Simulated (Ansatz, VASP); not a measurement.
## Two plane-wave programs on CaTl2H2

```
Ca Tl H
1.0
     4.38058    0.00000    0.00000
    -2.19029    3.79370    0.00000
     0.00000    0.00000    7.10056
Ca Tl H
1 2 2
Direct
  0.00000 0.00000 0.00000
  0.33333 0.66667 0.33586
  0.66667 0.33333 0.66414
  0.00000 0.00000 0.44391
  0.00000 0.00000 0.55609
```

Alike in both runs: functional PBE; k mesh 12 × 12 × 6; occupations gaussian, width 0.1 eV; no spin polarisation.

Ansatz relaxed the structure, and its values are those at the end. VASP's run is a single point on that final structure, the one shown.

|  | VASP | Ansatz |
| --- | --- | --- |
| version | VASP 6.6.1 | Ansatz 0.2.0 |
| potentials or method | VASP PAW PBE potentials, release 64 (Ca_sv, Tl_d, H), cutoff 520 eV | scalar-relativistic, plane waves, PAW |
| valence electrons in the cell | 38 | 38 |

```tsv
	VASP	Ansatz	Ansatz less VASP
gap on the k mesh at the Fermi level (eV)	none	none	-
pressure (GPa)	-0.1	0.0	+0.06
```

A gap of «none» marks a metal or a gap that the smearing closes.

Spin-orbit coupling is off throughout.
